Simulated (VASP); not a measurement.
# Ge (P1) in VASP: a series of runs, part 2 of 2

VASP 6.6.1. Earlier steps stand in the parts before.

**4. Single point, PBEsol**

The input, INCAR:

```
PREC     = Accurate       # precision mode
ENCUT    = 520            # plane-wave cutoff, eV
EDIFF    = 1E-6           # SCF threshold, eV
ISMEAR   = -1             # smearing method
SIGMA    = 0.0517         # smearing width, eV
LREAL    = Auto         
LASPH    = True           # aspherical terms in the spheres
NELM     = 100            # most SCF steps
ALGO     = Normal         # electronic algorithm
ISIF     = 2              # what is computed and relaxed
LWAVE    = False          # write WAVECAR
LCHARG   = True           # write CHGCAR
GGA      = PS             # functional
LELF     = True           # ELF
LVHAR    = True         
NBANDS   = 186            # bands
```

The input, KPOINTS:

```
Automatic mesh
0
Gamma
  2 2 2
  0.5 0.5 0.5
```

The input, POSCAR:

```
Ge
1.0
    0.0000000000     -5.7330928960      5.2042578057
    4.9878589005      2.8665464480      5.2042578057
   -4.9878589005      2.8665464480      5.2042578057
Ge
24
Direct
    0.1505328335      0.4049886008      0.8911793789
    0.5203360255      0.7735032004      0.2180107426
    0.8692873811      0.1232042814      0.5152334144
    0.0202817943      0.8057116801      0.2153561671
    0.3459827723      0.1006172401      0.5304269125
    0.6629813169      0.4617934069      0.8803880467
    0.1773676187      0.8641019079      0.4579168012
    0.4950768715      0.2507803450      0.7830297636
    0.8335875614      0.5695707667      0.1132062132
    0.2915208170      0.5629875187      0.0780503847
    0.6553109401      0.8853320564      0.4535618234
   -0.0078822494      0.2063668519      0.8074357795
    0.4905396623      0.7532849798      0.7510190777
    0.8286328938      0.1071213779      0.0890587178
    0.1654619226      0.4064326096      0.4575619629
    0.8755158492      0.5724074867      0.5698268203
    0.1975980558      0.9001493565      0.8836434766
    0.5176698709      0.2616363287      0.2504427483
    0.3442218151      0.5696709306      0.5799073869
    0.6732186344      0.9578331992      0.8903691817
    0.0397994913      0.2436551728      0.2080058083
    0.9575707004      0.7589743889      0.7713331988
    0.3406812608      0.0668614404      0.1036940782
    0.6493820378      0.4345061715      0.4206160433
```

Potentials or basis: VASP PAW PBE potentials, release 64 (Ge_d).

Launch:

```console
$ cat potpaw_PBE.64/Ge_d/POTCAR > POTCAR
$ mpirun -np 1 vasp_std > vasp.out
```

OUTCAR:

```text
PREC = Accurate
   ENCUT = 520
   EDIFF = 1E-6
   ISMEAR = -1
   LREAL = Auto
   LASPH = True
   NELM = 100
   ISIF = 2
   GGA = PS

 ion  position               nearest neighbor table
   1  0.151  0.405  0.891-  12 2.37  10 2.54  21 2.63   8 2.77  19 2.84
   2  0.520  0.774  0.218-  23 2.55  11 2.59   9 2.73  20 2.86
   3  0.869  0.123  0.515-  21 2.62  24 2.76  12 2.82  11 2.84   7 2.86
   4  0.020  0.806  0.215-   7 2.55  14 2.67  17 2.74  10 2.75   9 2.81
   5  0.346  0.101  0.530-  15 2.56  18 2.58   7 2.62  11 2.70
   6  0.663  0.462  0.880-   8 2.54  13 2.55   9 2.73  16 2.76
   7  0.177  0.864  0.458-  19 2.53   4 2.55   5 2.62  22 2.79   3 2.86
   8  0.495  0.251  0.783-  20 2.53   6 2.54   1 2.77  23 2.82  19 2.87
   9  0.834  0.570  0.113-  24 2.70   2 2.73   6 2.73  21 2.80   4 2.81  22 2.89
  10  0.292  0.563  0.078-   1 2.54   4 2.75  17 2.83
  11  0.655  0.885  0.454-  13 2.57   2 2.59   5 2.70  16 2.82   3 2.84
  12  0.992  0.206  0.807-   1 2.37  14 2.40  17 2.65   3 2.82
  13  0.491  0.753  0.751-  17 2.48   6 2.55  11 2.57  19 2.61  20 2.76
  14  0.829  0.107  0.089-  12 2.40  21 2.48  20 2.63   4 2.67  18 2.69
  15  0.165  0.406  0.458-  19 2.43  16 2.48   5 2.56  21 2.87
  16  0.876  0.572  0.570-  15 2.48  22 2.53  24 2.71   6 2.76  11 2.82
  17  0.198  0.900  0.884-  13 2.48  12 2.65  22 2.65   4 2.74  23 2.79  10 2.83
  18  0.518  0.262  0.250-  24 2.48   5 2.58  14 2.69  23 2.71
  19  0.344  0.570  0.580-  15 2.43   7 2.53  24 2.60  13 2.61   1 2.84   8 2.87
  20  0.673  0.958  0.890-   8 2.53  22 2.58  14 2.63  13 2.76   2 2.86  23 2.88
  21  0.040  0.244  0.208-  14 2.48  23 2.56   3 2.62   1 2.63   9 2.80  15 2.87
  22  0.958  0.759  0.771-  16 2.53  20 2.58  17 2.65   7 2.79   9 2.89
  23  0.341  0.067  0.104-   2 2.55  21 2.56  18 2.71  17 2.79   8 2.82  20 2.88
  24  0.649  0.435  0.421-  18 2.48  19 2.60   9 2.70  16 2.71   3 2.76

  LATTYP: Found a base centered monoclinic cell.
 ALAT       =    11.8829942097
 B/A-ratio  =     0.8394953010
 C/A-ratio  =     0.6515958644
 COS(beta)  =    -0.2315018669

  Lattice vectors:

 A1 = (  -4.9878589005,  -2.8665464480,  -5.2042578057)
[... 177 lines left out ...]
   GGA     = PS    functional components
   LHFCALC =     F    Hartree Fock is set to
   AEXX    =    0.0000 exact exchange contribution
   IVDW    =     0    specifies the selected vdW correction
   LEPSILON=     F    determine dielectric tensor
   LRPA    =     F    only Hartree local field effects (RPA)
 non-spin polarized calculation
  energy-cutoff  :      520.00
  volume of cell :      446.46
 maximum number of plane-waves:     12037
 NGX is ok and might be reduce to    60
   NGX = 29   NGY = 29   NGZ = 29

 number of electron     335.9999982 magnetization

 Free energy of the ion-electron system (eV)
  ---------------------------------------------------
  ext. energy  EPLUGINS =         0.00000000
  ---------------------------------------------------
  free energy    TOTEN  =      -112.45905867 eV

  energy without entropy =     -112.36342960  energy(sigma->0) =     -112.41124413

 E-fermi :   6.9241     XC(G=0): -11.4307

 val. band max:        6.8858906803   @ k =   0.2500   0.2500   0.2500
 cond. band min:       6.9461077865   @ k =   0.2500  -0.2500   0.2500
 fundamental gap:      0.0602171062
 Fermi energy:         6.9240809438

 k-point     1 :       0.2500    0.2500    0.2500
  band No.  band energies     occupation
      1     -18.2295      2.00000
      2     -18.1410      2.00000
      3     -18.1320      2.00000
      4     -18.1272      2.00000
      5     -18.1154      2.00000
      6     -18.1049      2.00000
[... 721 lines left out ...]
    179       8.6870      0.00000
    180       8.8032      0.00000
 [bands above 180 left out]

------------------------ aborting loop because EDIFF is reached ----------------------------------------

  FORCE on cell =-STRESS in cart. coord.  units (eV):
  Direction    XX          YY          ZZ          XY          YZ          ZX
  --------------------------------------------------------------------------------------
  -------------------------------------------------------------------------------------
  Total        3.8135623      0.3775586      4.9924298     -0.7221152      0.2196889      0.2010461
  in kB       13.6854234      1.3549142     17.9159299     -2.5913966      0.7883798      0.7214781
  external PRESSURE =      10.9854225 kB  Pullay stress =       0.0000000 kB

 VOLUME and BASIS-vectors are now :
 -----------------------------------------------------------------------------
  energy-cutoff  :      520.00
  volume of cell :      446.46
      direct lattice vectors                 reciprocal lattice vectors
     0.000000000 -5.733092896  5.204257806     0.000000000 -0.116283946  0.064050119
     4.987858901  2.866546448  5.204257806     0.100243413  0.058141973  0.064050119
    -4.987858901  2.866546448  5.204257806    -0.100243413  0.058141973  0.064050119

 POSITION                                       TOTAL-FORCE (eV/Angst)
 -----------------------------------------------------------------------------------
     -2.42505      2.85251      7.52900         1.119861     -0.335742      1.340850
      2.77072     -0.14091      7.86806        -0.090806     -0.159796     -0.127743
     -1.95539     -3.15359      7.84659        -0.447520      0.446700     -0.148613
      2.94461      2.81066      5.41945        -0.136942      0.081144     -0.572272
     -2.14383     -0.17463      5.08470        -0.377897      0.161317      0.289379
     -2.08789      0.04649     10.43538        -0.171857     -0.134821      0.310226
[... 16 lines left out ...]
     -0.18372     -1.46425      2.66061         0.379493      0.213567     -0.025053
      0.06928     -1.27172      7.82983        -0.385901     -0.054966      0.442618
 -----------------------------------------------------------------------------------
    total drift:                                0.000922     -0.001019     -0.003905

  FREE ENERGIE OF THE ION-ELECTRON SYSTEM (eV)
  ---------------------------------------------------
  free  energy   TOTEN  =      -112.4590586703 eV

  energy  without entropy=     -112.3634295977  energy(sigma->0) =     -112.41124413
```

Run time: 7.4 min. Hardware: 1 thread of AMD EPYC 9755, shared host; peak memory 0.58 GiB.

What came out:

```yaml
Free_energy: -112.4591 eV
Pressure: 1.1 GPa
Largest_force: 1.958 eV/Å
Band_gap_on_the_k_mesh: zero (bands 168 and 169 overlap by 0.06 eV)
```

Forces in eV/Å, atoms in the order of the input:
```
Ge   1.120 -0.336  1.341
Ge  -0.091 -0.160 -0.128
Ge  -0.448  0.447 -0.149
Ge  -0.137  0.081 -0.572
Ge  -0.378  0.161  0.289
Ge  -0.172 -0.135  0.310
Ge   0.355  0.305  0.033
Ge   0.002 -0.038 -0.404
Ge   0.188 -0.105 -0.022
Ge  -0.752 -0.096  1.040
Ge   0.122 -0.463  0.212
Ge   0.899 -0.711 -1.587
Ge  -0.088 -0.124  0.426
Ge  -1.242  1.068 -0.630
Ge   0.592 -0.396 -0.984
Ge   0.244  0.748 -0.589
Ge   0.107  0.454 -0.035
Ge   0.569 -0.534 -0.687
Ge   0.048 -0.281  0.407
Ge  -0.526 -0.309 -0.308
Ge  -0.221  0.443  0.893
Ge  -0.185 -0.177  0.728
Ge   0.379  0.214 -0.025
Ge  -0.386 -0.055  0.443
```

Caveat: the k points lie up to 0.42 Å⁻¹ apart; the atoms stand as in a frame of molecular dynamics; semilocal functionals underestimate gaps, so a narrow gap can read as zero; the PAW data sets were made with another functional, which shifts forces and pressure a little.

**5. Single point, PBEsol**

The input, INCAR:

```
SYSTEM = Ge
PREC = Accurate
ENCUT = 520
EDIFF = 1E-6
ISMEAR = -1
SIGMA = 0.2327
LREAL = Auto
LASPH = .TRUE.
NELM = 80
ALGO = Normal
ISIF = 2
LWAVE = .FALSE.
LCHARG = .FALSE.
GGA = PS
NBANDS = 186
KPAR = 2
NCORE = 2
```

KPOINTS is that of step 4.

The input, POSCAR:

```
Ge
1.0
    0.0000000000     -5.9340954619      5.3867193829
    5.1627335197      2.9670477310      5.3867193829
   -5.1627335197      2.9670477310      5.3867193829
Ge
24
Direct
    0.1688226852      0.5031337941      1.0103106588
    0.5059585345      0.8169847140      0.1424893160
    0.8690154267      0.0101786834      0.4091696428
   -0.0514099179      0.8278068049      0.2033918535
    0.4124045544     -0.0079436566      0.6017595148
    0.6506288828      0.4010250929      0.9160419904
    0.1593450576      0.8233819671      0.5877496232
    0.5329169014      0.2889865419      0.6564043047
    0.7665494998      0.5460492558      0.1080382697
    0.2980952316      0.6328583356      0.2252527538
    0.5746987267      1.0352078499      0.2999911308
   -0.1081867383      0.1899127030      0.7198466982
    0.4937447157      0.7106686999      0.8999219310
    0.8662761393      0.1244448542      0.0592644611
    0.1208563931      0.2732275144      0.5090175266
    0.8702724739      0.6331598734      0.5763494649
    0.1740400341      0.9249796776      0.8955057566
    0.4833210503      0.3712223223      0.2718462848
    0.2900083712      0.5429744610      0.5048032094
    0.6912259708      1.0224702458      0.9061016597
   -0.0033070512      0.2845052841      0.1891327459
    0.9529193804      0.7282489511      0.8984213988
    0.3232029346      0.1894587422      0.0205790205
    0.6243778604      0.5643921556      0.5081446273
```

Launch:

```console
$ cat potpaw_PBE.64/Ge_d/POTCAR > POTCAR
$ mpirun -np 4 vasp_std > vasp.out
```

It took 6.3 min on 4 MPI ranks of Oxide Virtual Turin-like, shared host; peak memory 0.38 GiB.

Results (log left out):

```yaml
Free_energy: -106.5709 eV
Pressure: 5.2 GPa
Largest_force: 3.862 eV/Å
Band_gap_on_the_k_mesh: zero (bands 168 and 169 overlap by 0.18 eV)
```

Forces on the atoms (eV/Å):
```
Ge  -0.011 -1.115  0.557
Ge  -0.235  0.302  2.410
Ge  -0.880  1.079  1.926
Ge  -1.062 -1.813 -1.162
Ge  -0.256  0.425  0.168
Ge   0.248 -0.256 -0.916
Ge   0.633  0.871  0.184
Ge  -0.722 -0.040 -0.425
Ge  -0.892  0.609  0.880
Ge   2.603  1.587 -2.370
Ge   0.012  0.428  0.134
Ge   0.559  0.058 -0.062
Ge   1.917 -0.507 -2.247
Ge   0.312 -0.289 -0.250
Ge   0.860 -0.996  0.210
Ge  -0.078 -0.852  1.608
Ge   0.490 -0.239  0.823
Ge  -1.113 -1.982 -0.431
Ge  -3.106  1.244  0.992
Ge  -0.319  0.407 -2.344
Ge  -0.725  0.412  2.448
Ge   1.125  0.340 -0.932
Ge   0.044 -0.236  0.013
Ge   0.596  0.563 -1.214
```

Stress tensor (GPa, compression positive):
```
 5.43 -1.51  0.15
-1.51  3.35  0.56
 0.15  0.56  6.91
```

Levels at points of the mesh, in eV from the Fermi level:
```csv
k point,band 164,band 165,band 166,band 167,band 168,band 169,band 170,band 171,band 172,band 173
"(0.25, 0.25, 0.25)",-0.49,-0.29,-0.19,-0.12,0.15,0.22,0.45,0.58,0.70,0.84
```

Caveat: the k points lie up to 0.40 Å⁻¹ apart; the atoms stand as in a frame of molecular dynamics; semilocal functionals underestimate gaps, so a narrow gap can read as zero; the PAW data sets were made with another functional, which shifts forces and pressure a little.

**6. Summary**

| cell | smearing | gap on the mesh (eV) | pressure (GPa) | largest force (eV/Å) |
| --- | --- | --- | --- | --- |
| a = 7.743, b = 7.758, c = 7.758 Å, angles 80.0, 79.8, 79.8°, 24 atoms, atomic positions A | fermi-dirac 0.0517 eV | - | 0.2 | 1.27 |
| a = 7.819, b = 7.834, c = 7.834 Å, angles 80.0, 79.8, 79.8°, 24 atoms, atomic positions B | fermi-dirac 0.1293 eV | none | 3.4 | 2.94 |
| a = 7.743, b = 7.758, c = 7.758 Å, angles 80.0, 79.8, 79.8°, 24 atoms, atomic positions C | fermi-dirac 0.0517 eV | none | 1.1 | 1.96 |
| a = 8.014, b = 8.030, c = 8.030 Å, angles 80.0, 79.8, 79.8°, 24 atoms, atomic positions D | fermi-dirac 0.2327 eV | none | 5.2 | 3.86 |

Alike in all rows: task single point; level PBEsol; potentials or basis VASP PAW PBE potentials, release 64 (Ge_d); no spin polarisation; k mesh 2 × 2 × 2, shifted; cutoff (eV) 520.

Caveats: all runs use coarse meshes; the atoms stand as in a frame of molecular dynamics; the PAW data sets were made with another functional, which shifts forces and pressure a little; semilocal functionals underestimate gaps, so a narrow gap can read as zero (at least some runs).

Absolute energies hang on the potentials; compare differences alone.
